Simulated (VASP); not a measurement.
Runs of VASP 6.6.1 on Co. The structure is that of space group I4_1/amd (No. 141), or close to it. The cells are those of the table. 

```csv
cell,k mesh,gap on the mesh (eV),pressure (GPa)
"a = 3.277 Å, angles 98.1, 98.1, 136.0°, 2 atoms",17 × 17 × 12,none,-8.1
"a = 3.191 Å, angles 98.1, 98.1, 136.0°, 2 atoms",17 × 17 × 12,none,10.9
"a = 3.318 Å, angles 98.1, 98.1, 136.0°, 2 atoms",17 × 17 × 12,none,-14.6
"a = 3.359 Å, angles 98.1, 98.1, 136.0°, 2 atoms",17 × 17 × 12,none,(b)
"a = 3.234 Å, angles 98.1, 98.1, 136.0°, 2 atoms",17 × 17 × 12,none,(a)
"a = 3.234 Å, angles 98.1, 98.1, 136.0°, 2 atoms",15 × 15 × 10,none,0.1
```

Alike in all rows: task single point; level r2SCAN; potentials or basis VASP PAW PBE potentials, release 64 (Co); no spin polarisation; cutoff (eV) 520; smearing fermi-dirac 0.1 eV.

Question: Estimate the missing entries.

Answer: (a) 0.5; (b) -19.9.

Caveats: the PAW data sets were made with another functional, which shifts forces and pressure a little; the run has no spin polarisation, though such a crystal can be magnetic; the cell stands under tension (at least some runs); the cell stands under pressure (at least some runs).

A gap of «none» marks levels without a gap at the run's occupations.
